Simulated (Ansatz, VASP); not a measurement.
## One calculation of KI, two programs

The input INCAR:

```
SYSTEM = KI
  ALGO = Normal
  EDIFF = 1E-6
  ENCUT = 500
  GGA = PE
  GGA_COMPAT = .FALSE.
  ISIF = 2
  ISMEAR = 0
  LASPH = .TRUE.
  LCHARG = .FALSE.
  LREAL = .FALSE.
  LWAVE = .FALSE.
  NBANDS = 15
  NELM = 120
  PREC = Accurate
  SIGMA = 0.01
```

The input KPOINTS:

```
k-points
0
G
  6 6 6
  0 0 0
```

File POSCAR:

```
KI
1.0
    0.0000000000      3.5792642128      3.5792642128
    3.5792642128      0.0000000000      3.5792642128
    3.5792642128      3.5792642128      0.0000000000
K I
1 1
Direct
    0.0000000000      0.0000000000      0.0000000000
    0.5000000000      0.5000000000      0.5000000000
```

Input for Ansatz:

```yaml
crystal:
  lattice:
    - [0.0, 3.5792642128308265, 3.5792642128308265]
    - [3.5792642128308265, 0.0, 3.5792642128308265]
    - [3.5792642128308265, 3.5792642128308265, 0.0]
  atoms:
    - { symbol: K, position: [0.0, 0.0, 0.0] }
    - { symbol: I, position: [0.5, 0.5, 0.5] }
basis:
  ecutwfc: 450.0
kpoints:
  mp_grid:
    grid: [6, 6, 6]
hamiltonian:
  xc: pbe
  pseudopotentials:
    kind: paw
scf:
  occupations:
    method: fixed
output:
  stress: true
```

Alike in both runs: task single point; functional PBE; k mesh 6 × 6 × 6; no spin polarisation.

|  | VASP | Ansatz |
| --- | --- | --- |
| version | VASP 6.6.1 | Ansatz 0.2.0 |
| potentials or method | VASP PAW PBE potentials, release 64 (K_sv, I), cutoff 500 eV | plane waves, PAW |
| occupations | gaussian, width 0.01 eV | fixed |
| valence electrons in the cell | 16 | 26 |

```tsv
	VASP	Ansatz	Ansatz less VASP
pressure (GPa)	0.1	0.1	-0.03
```

VASP's potentials hold 16 valence electrons a cell and Ansatz's 26, so a difference there can come from the potentials and not from the codes.

Spin-orbit coupling is off throughout.
